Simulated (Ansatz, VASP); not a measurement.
Cs2SrBr4: VASP beside Ansatz

File INCAR:

```
SYSTEM = Cs2SrBr4
PREC = Accurate
ENCUT = 600
EDIFF = 1E-6
ISMEAR = 0
SIGMA = 0.1
LREAL = .FALSE.
LASPH = .TRUE.
NELM = 60
ALGO = Normal
ISIF = 3
LWAVE = .FALSE.
LCHARG = .FALSE.
GGA = PE
IBRION = 2
NSW = 90
EDIFFG = -0.04
```

KPOINTS

```
Automatic mesh
0
G
  2 2 4
  0 0 0
```

The input POSCAR:

```
Cs2SrBr4
1.0
    7.8169900861      0.0000000000      0.0000000000
    0.0000000000      7.8169900861      0.0000000000
    0.0000000000      0.0000000000      4.5462829371
Cs Sr Br
2 1 4
Direct
    0.5000000000      0.0000000000      0.5000000000
    0.0000000000      0.5000000000      0.5000000000
    0.0000000000      0.0000000000      0.0000000000
    0.2332300000      0.2332300000      0.0000000000
    0.7667700000      0.2332300000      0.0000000000
    0.7667700000      0.7667700000      0.0000000000
    0.2332300000      0.7667700000      0.0000000000
```

Input for Ansatz:

```yaml
crystal:
  lattice:
    - [7.8169900861, 0.0, 0.0]
    - [0.0, 7.8169900861, 0.0]
    - [0.0, 0.0, 4.5462829371]
  atoms:
    - { symbol: Cs, position: [0.5, 0.0, 0.5] }
    - { symbol: Cs, position: [0.0, 0.5, 0.5] }
    - { symbol: Sr, position: [0.0, 0.0, 0.0] }
    - { symbol: Br, position: [0.23323, 0.23323, 0.0] }
    - { symbol: Br, position: [0.76677, 0.23323, 0.0] }
    - { symbol: Br, position: [0.76677, 0.76677, 0.0] }
    - { symbol: Br, position: [0.23323, 0.76677, 0.0] }
basis:
  ecutwfc: 420
kpoints:
  mp_grid: { grid: [2, 2, 4] }
hamiltonian:
  xc: pbe
scf:
  occupations: { method: gaussian, width: 0.1 }
  lower_state_search: "off"
output:
  forces: true
  stress: true
  eigenvalues: true
relax:
  adjacent_minimum: "off"
  f_tol: 0.04
  max_steps: 70
  cell: { stress_tol: 0.4 }
```

Alike in both runs: task relaxation of cell and atoms; functional PBE; k mesh 2 × 2 × 4; occupations gaussian, width 0.1 eV; no spin polarisation.

|  | VASP | Ansatz |
| --- | --- | --- |
| version | VASP 6.6.1 | Ansatz 0.2.0 |
| potentials or method | VASP PAW PBE potentials, release 64 (Cs_sv, Sr_sv, Br), cutoff 600 eV | scalar-relativistic, plane waves, PAW |
| valence electrons in the cell | 56 | 56 |

|  | VASP | Ansatz | Ansatz less VASP |
| --- | --- | --- | --- |
| gap on the k mesh at the Fermi level, each at its own relaxed structure (eV) | 2.76 | 2.79 | +0.030 |
| relaxed volume (Å³/atom) | 51.30 | 50.30 | -0.995 |
| relaxed length of the cell vector where the two differ most in proportion (Å) | 4.800 | 4.720 | -0.0800 |

Neither program's run includes spin-orbit coupling. Noted on VASP's run: the volume moved by over 15 % at a fixed basis, so the end points are rough.
